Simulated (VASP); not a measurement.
Runs of VASP 6.6.1 on Zn. The structure is that of space group Im-3m (No. 229), or close to it. The cells are those of the table. 

| task | cell | k mesh | cutoff (eV) | gap on the mesh (eV) | pressure (GPa) |
| --- | --- | --- | --- | --- | --- |
| relaxation of cell and atoms | relaxed from a = 2.703 Å, angles 109.5°, 1 atom | 14 × 14 × 14 | 600 | none | -0.1 |
| single point | a = 2.691 Å, angles 109.5°, 1 atom | 16 × 16 × 16 | 520 | none | -2.4 |
| single point | a = 2.656 Å, angles 109.5°, 1 atom | 24 × 24 × 24 | 520 | none | 0.5 |
| single point | a = 2.656 Å, angles 109.5°, 1 atom | 7 × 7 × 7 | 550 | none | (b) |
| single point | a = 2.656 Å, angles 109.5°, 1 atom | 14 × 14 × 14 | 520 | none | 0.5 |
| single point | a = 2.620 Å, angles 109.5°, 1 atom | 16 × 16 × 16 | 520 | none | 4.3 |
| single point | a = 2.546 Å, angles 109.5°, 1 atom | 16 × 16 × 16 | 520 | none | (a) |
| single point | a = 2.725 Å, angles 109.5°, 1 atom | 16 × 16 × 16 | 520 | none | -4.8 |

Alike in all rows: level r2SCAN; potentials or basis VASP PAW PBE potentials, release 64 (Zn); no spin polarisation; smearing fermi-dirac 0.1 eV.

**Question.** Estimate the missing entries.

**Answer.** (a) 15.8; (b) -0.2.

Caveats: some runs use coarse meshes; the PAW data sets were made with another functional, which shifts forces and pressure a little.

A gap of «none» marks levels without a gap at the run's occupations.
